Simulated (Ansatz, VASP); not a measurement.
One calculation of CsBr, two programs

```xyz
6
Lattice="6.0613 0.0000 0.0000 0.0000 4.2860 0.0000 0.0000 0.0000 22.0613" Properties=species:S:1:pos:R:3 pbc="T T T"
Cs    0.0000    0.0000    8.0000
Cs    3.0307    0.0000   11.0307
Cs    0.0000    0.0000   14.0613
Br    3.0307    2.1430    8.0000
Br    0.0000    2.1430   11.0307
Br    3.0307    2.1430   14.0613
```

Alike in both runs: task single point; functional PBEsol; dispersion D4; k mesh 3 × 3 × 1; no spin polarisation.

|  | VASP | Ansatz |
| --- | --- | --- |
| version | VASP 6.6.1 | Ansatz 0.2.0 |
| potentials or method | VASP PAW PBE potentials, release 64 (Cs_sv, Br) | plane waves, PAW |
| plane-wave cutoff (eV) | 400 | 420 |
| occupations | methfessel-paxton of order 1, width 0.02 eV | cold, width 0.02 eV |
| valence electrons in the cell | 48 | 48 |

```tsv
	VASP	Ansatz	Ansatz less VASP
gap on the k mesh at the Fermi level (eV)	3.78	3.79	+0.011
rms of the force components (eV/Å)	0.042	0.044	+0.0025
```

VASP's potentials were made for PBE, not for PBEsol. Ansatz's warnings: force scf threshold loose, xc potential rough in thin density.

The k mesh is coarse, so the values compare programs but aren't converged. Spin-orbit coupling is off throughout.
